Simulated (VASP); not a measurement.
# Rh (Fd-3m) in VASP: notebook, part 3 of 3

VASP 6.6.1.

### Step 6. Single point, PBE, collinear spin, ferromagnetic start (volume scaled by 0.88)

INCAR reads:

```
SYSTEM = Rh
PREC = Accurate
ENCUT = 520
EDIFF = 1E-6
ISMEAR = -1
SIGMA = 0.05
LREAL = .FALSE.
LASPH = .TRUE.
NELM = 150
ALGO = Normal
ISIF = 2
LWAVE = .FALSE.
LCHARG = .FALSE.
ISPIN = 2
MAGMOM = 1 1
LORBIT = 11
LMAXMIX = 4
GGA = PE
NBANDS = 26
```

KPOINTS reads:

```
Automatic mesh
0
G
  11 11 11
  0 0 0
```

POSCAR reads:

```
Rh
1.0
    0.0000000000      2.6419961574      2.6419961574
    2.6419961574      0.0000000000      2.6419961574
    2.6419961574      2.6419961574      0.0000000000
Rh
2
Direct
    0.1250000000      0.1250000000      0.1250000000
    0.8750000000      0.8750000000      0.8750000000
```

Potentials or basis: VASP PAW PBE potentials, release 64 (Rh_pv).

Started as:

```sh
> cat potpaw_PBE.64/Rh_pv/POTCAR > POTCAR
> mpirun -np 1 vasp_std > vasp.out
```

OUTCAR:

```text
SYSTEM = Rh
   PREC = Accurate
   ENCUT = 520
   EDIFF = 1E-6
   ISMEAR = -1
   LREAL = .FALSE.
   LASPH = .TRUE.
   NELM = 150
   ISIF = 2
   ISPIN = 2
   LORBIT = 11
   GGA = PE

 ion  position               nearest neighbor table
   1  0.125  0.125  0.125-   2 2.29   2 2.29   2 2.29   2 2.29
   2  0.875  0.875  0.875-   1 2.29   1 2.29   1 2.29   1 2.29

  LATTYP: Found a face centered cubic cell.
 ALAT       =     5.2839923148

  Lattice vectors:

 A1 = (   0.0000000000,   2.6419961574,   2.6419961574)
 A2 = (   2.6419961574,   0.0000000000,   2.6419961574)
 A3 = (   2.6419961574,   2.6419961574,   0.0000000000)

Analysis of symmetry for initial positions (statically):
=====================================================================
 Subroutine PRICEL returns:
 Original cell was already a primitive cell.

 Routine SETGRP: Setting up the symmetry group for a
 face centered cubic supercell.

 Subroutine GETGRP returns: Found 48 space group operations
 (whereof 12 operations were pure point group operations)
 out of a pool of 48 trial point group operations.

The static configuration has the point symmetry D_3d.
 The point group associated with its full space group is O_h .

Analysis of symmetry for dynamics (positions and initial velocities):
=====================================================================
 Subroutine PRICEL returns:
 Original cell was already a primitive cell.

 Routine SETGRP: Setting up the symmetry group for a
 face centered cubic supercell.

 Subroutine GETGRP returns: Found 48 space group operations
 (whereof 12 operations were pure point group operations)
 out of a pool of 48 trial point group operations.

The dynamic configuration has the point symmetry D_3d.
 The point group associated with its full space group is O_h .

Analysis of structural, dynamic, and magnetic symmetry:
=====================================================================
 Subroutine PRICEL returns:
 Original cell was already a primitive cell.

 Routine SETGRP: Setting up the symmetry group for a
 face centered cubic supercell.

 Subroutine GETGRP returns: Found 48 space group operations
 (whereof 12 operations were pure point group operations)
 out of a pool of 48 trial point group operations.

The overall configuration has the point symmetry D_3d.
 The point group associated with its full space group is O_h .

 Subroutine INISYM returns: Found 48 space group operations
 (whereof 12 operations are pure point group operations),
 and found     1 'primitive' translations

----------------------------------------------------------------------------------------

                                     Primitive cell

  volume of cell :      36.8830

  direct lattice vectors                    reciprocal lattice vectors
     0.000000000  2.641996157  2.641996157    -0.189250843  0.189250843  0.189250843
     2.641996157  0.000000000  2.641996157     0.189250843 -0.189250843  0.189250843
     2.641996157  2.641996157  0.000000000     0.189250843  0.189250843 -0.189250843

  length of vectors
     3.736346798  3.736346798  3.736346798     0.327792075  0.327792075  0.327792075

  position of ions in fractional coordinates (direct lattice)
     0.125000000  0.125000000  0.125000000
     0.875000000  0.875000000  0.875000000

  ion indices of the primitive-cell ions
   primitive index   ion index
                 1           1
[... 62 lines left out ...]
   NGXF,Y,Z  is equivalent  to a cutoff of  24.92, 24.92, 24.92 a.u.
 SYSTEM =  Rh
   PREC   = accura    normal or accurate (medium, high low for compatibility)
   ISTART =      0    job   : 0-new  1-cont  2-samecut
   ICHARG =      2    charge: 1-file 2-atom 10-const
   ISPIN  =      2    spin polarized calculation?
   LNONCOLLINEAR =      F non collinear calculations
   LSORBIT =      F    spin-orbit coupling
   LASPH  =      T    aspherical Exc in radial PAW
   ENCUT  =  520.0 eV  38.22 Ry    6.18 a.u.   6.95  6.95  6.95*2*pi/ulx,y,z
   NELM   =    150;   NELMIN=  2; NELMDL= -5     # of ELM steps
   EDIFF  = 0.1E-05   stopping-criterion for ELM
   LREAL  =      F    real-space projection
   EDIFFG = 0.1E-04   stopping-criterion for IOM
   NSW    =      0    number of steps for IOM
   IBRION =     -1    ionic relax: 0-MD 1-quasi-New 2-CG
   NFREE  =      0    steps in history (QN), initial steepest desc. (CG)
   ISIF   =      2    stress and relaxation
   ISYM   =      2    0-nonsym 1-usesym 2-fastsym
   POTIM  = 0.5000    time-step for ionic-motion
   TEBEG  =    0.0;   TEEND  =   0.0 temperature during run
   PSTRESS=    0.0 pullay stress
   NELECT =      30.0000    total number of electrons
   NUPDOWN=      -1.0000    fix difference up-down
   EMIN   =  10.00;   EMAX   =-10.00  energy-range for DOS
   EFERMI =   0.00;   METHOD = LEGACY
   ISMEAR =    -1;   SIGMA  =   0.05  broadening in eV -4-tet -1-fermi 0-gaus
   EFERMI_NEDOS =   21; number of points for ismear=-14 and -15
   IALGO  =     38    algorithm
   IMIX   =      4    mixing-type and parameters
     AMIX     =   0.40;   BMIX     =  1.00
     AMIX_MAG =   1.60;   BMIX_MAG =  1.00
  volume/ion in A,a.u.               =      18.44       124.45
  Fermi-wavevector in a.u.,A,eV,Ry     =   1.528175  2.887832 31.773938  2.335319
  Thomas-Fermi vector in A             =   2.635970
   LORBIT       =     11    0 simple, 1 ext, 2 COOP (PROOUT), +10 PAW based schemes
   GGA     = PE    functional components
   LHFCALC =     F    Hartree Fock is set to
   AEXX    =    0.0000 exact exchange contribution
   IVDW    =     0    specifies the selected vdW correction
   LEPSILON=     F    determine dielectric tensor
   LRPA    =     F    only Hartree local field effects (RPA)
 spin polarized calculation
  energy-cutoff  :      520.00
  volume of cell :       36.88
 maximum number of plane-waves:      1006
   NGX = 13   NGY = 13   NGZ = 13

 number of electron      30.0000012 magnetization      -0.0181430

 number of electron      30.0000012 magnetization       0.0007198

 Free energy of the ion-electron system (eV)
  ---------------------------------------------------
  ext. energy  EPLUGINS =         0.00000000
  ---------------------------------------------------
  free energy    TOTEN  =       -11.99478002 eV

  energy without entropy =      -11.97060028  energy(sigma->0) =      -11.98269015

 E-fermi :   8.0731     XC(G=0): -11.8399

 val. band max:        8.0646979567   @ k =  -0.4545   0.1818   0.0000
 cond. band min:       8.0741540438   @ k =   0.2727   0.1818   0.0909
 fundamental gap:      0.0094560871
 Fermi energy:         8.0731139466

 spin component 1

 k-point     1 :       0.0000    0.0000    0.0000
  band No.  band energies     occupation
      1     -39.5627      1.00000
      2     -39.5627      1.00000
      3     -39.5627      1.00000
      4     -38.6885      1.00000
      5     -38.6885      1.00000
      6     -38.6885      1.00000
[... 685 lines left out ...]
     25      25.0919      0.00000
     26      26.6735      0.00000

 [... further k-points ...]

 spin component 2

 k-point     1 :       0.0000    0.0000    0.0000
  band No.  band energies     occupation
      1     -39.5624      1.00000
      2     -39.5624      1.00000
      3     -39.5624      1.00000
      4     -38.6882      1.00000
      5     -38.6882      1.00000
      6     -38.6882      1.00000
[... 685 lines left out ...]
     25      25.0921      0.00000
     26      26.6735      0.00000

 [... further k-points ...]
[... 5 lines left out ...]
  --------------------------------------------------------------------------------------
  -------------------------------------------------------------------------------------
  Total        5.2741461      5.2741461      5.2741461     -0.0000000      0.0000000     -0.0000000
  in kB      229.1058610    229.1058610    229.1058610     -0.0000000      0.0000000     -0.0000000
  external PRESSURE =     229.1058610 kB  Pullay stress =       0.0000000 kB

 VOLUME and BASIS-vectors are now :
 -----------------------------------------------------------------------------
  energy-cutoff  :      520.00
  volume of cell :       36.88
      direct lattice vectors                 reciprocal lattice vectors
     0.000000000  2.641996157  2.641996157    -0.189250843  0.189250843  0.189250843
     2.641996157  0.000000000  2.641996157     0.189250843 -0.189250843  0.189250843
     2.641996157  2.641996157  0.000000000     0.189250843  0.189250843 -0.189250843

 POSITION                                       TOTAL-FORCE (eV/Angst)
 -----------------------------------------------------------------------------------
      0.66050      0.66050      0.66050         0.000000      0.000000      0.000000
      4.62349      4.62349      4.62349        -0.000000     -0.000000     -0.000000
 -----------------------------------------------------------------------------------
    total drift:                                0.000000     -0.000000     -0.000000

  FREE ENERGIE OF THE ION-ELECTRON SYSTEM (eV)
  ---------------------------------------------------
  free  energy   TOTEN  =       -11.9947800198 eV

  energy  without entropy=      -11.9706002760  energy(sigma->0) =      -11.98269015

 total charge

# of ion       s       p       d       tot
------------------------------------------
    1        0.505   6.281   7.229  14.015
    2        0.505   6.281   7.229  14.015
--------------------------------------------------
tot          1.009  12.562  14.458  28.029

 magnetization (x)

# of ion       s       p       d       tot
------------------------------------------
    1       -0.000   0.000   0.000   0.000
    2       -0.000   0.000   0.000   0.000
--------------------------------------------------
tot         -0.000   0.000   0.000   0.000
```

OSZICAR:

```text
N       E                     dE             d eps       ncg     rms          rms(c)
DAV:   1     0.335836152008E+03    0.33584E+03   -0.18317E+04  5824   0.127E+03
DAV:   2    -0.422841980284E+01   -0.34006E+03   -0.32404E+03  6004   0.404E+02
DAV:   3    -0.122249589235E+02   -0.79965E+01   -0.79427E+01  7092   0.710E+01
DAV:   4    -0.122860186246E+02   -0.61060E-01   -0.61047E-01  6650   0.612E+00
DAV:   5    -0.122870126096E+02   -0.99399E-03   -0.99395E-03  7194   0.798E-01    0.144E+01
DAV:   6    -0.120105507245E+02    0.27646E+00   -0.10059E+00  6302   0.960E+00    0.635E+00
DAV:   7    -0.119995641819E+02    0.10987E-01   -0.38680E-02  6636   0.156E+00    0.329E+00
DAV:   8    -0.119948648660E+02    0.46993E-02   -0.64984E-03  7320   0.763E-01    0.141E+00
DAV:   9    -0.119946543391E+02    0.21053E-03   -0.10198E-03  6858   0.291E-01    0.146E-01
DAV:  10    -0.119947488260E+02   -0.94487E-04   -0.84703E-05  7132   0.745E-02    0.542E-02
DAV:  11    -0.119947782565E+02   -0.29430E-04   -0.17195E-05  6528   0.329E-02    0.124E-02
DAV:  12    -0.119947799129E+02   -0.16564E-05   -0.23377E-06  6460   0.104E-02    0.682E-03
DAV:  13    -0.119947800198E+02   -0.10692E-06   -0.61873E-07  4956   0.549E-03
   1 F= -.11994780E+02 E0= -.11982690E+02  d E =-.241797E-01  mag=     0.0000
```

Run time: 49 s. Hardware: 1 thread of Intel Xeon Platinum 8559C (Emerald Rapids), shared host; peak memory 0.21 GiB.

Results:

```yaml
Free_energy: -11.9948 eV
Pressure: 22.9 GPa
Band_gap_on_the_k_mesh: zero (filled and empty bands overlap)
Net_moment: 0.00 μB per cell
Valence_electrons_inside_the_program's_atomic_spheres: Rh 14.02
```

### Step 7. Overview

| task | cell | k mesh | cutoff (eV) | gap on the mesh (eV) | pressure (GPa) | moment (μB) |
| --- | --- | --- | --- | --- | --- | --- |
| single point | a = 4.000 Å, angles 60.0°, 2 atoms | 11 × 11 × 11 | 520 | none | -8.2 | 0.00 |
| single point | a = 4.049 Å, angles 60.0°, 2 atoms | 11 × 11 × 11 | 520 | none | -10.9 | 0.00 |
| relaxation of cell and atoms | relaxed from a = 3.745 Å, angles 60.0°, 2 atoms | 10 × 10 × 10 | 600 | none | 0.0 | 0.00 |
| single point | a = 3.899 Å, angles 60.0°, 2 atoms | 10 × 10 × 10 | 520 | none | 0.2 | 0.00 |
| single point | a = 3.736 Å, angles 60.0°, 2 atoms | 11 × 11 × 11 | 520 | none | 22.9 | 0.00 |

Alike in all rows: level PBE; potentials or basis VASP PAW PBE potentials, release 64 (Rh_pv); spin collinear, ferromagnetic start; smearing fermi-dirac 0.05 eV.

Total energies depend on the potentials used, so only differences within one code and one set of settings carry meaning.
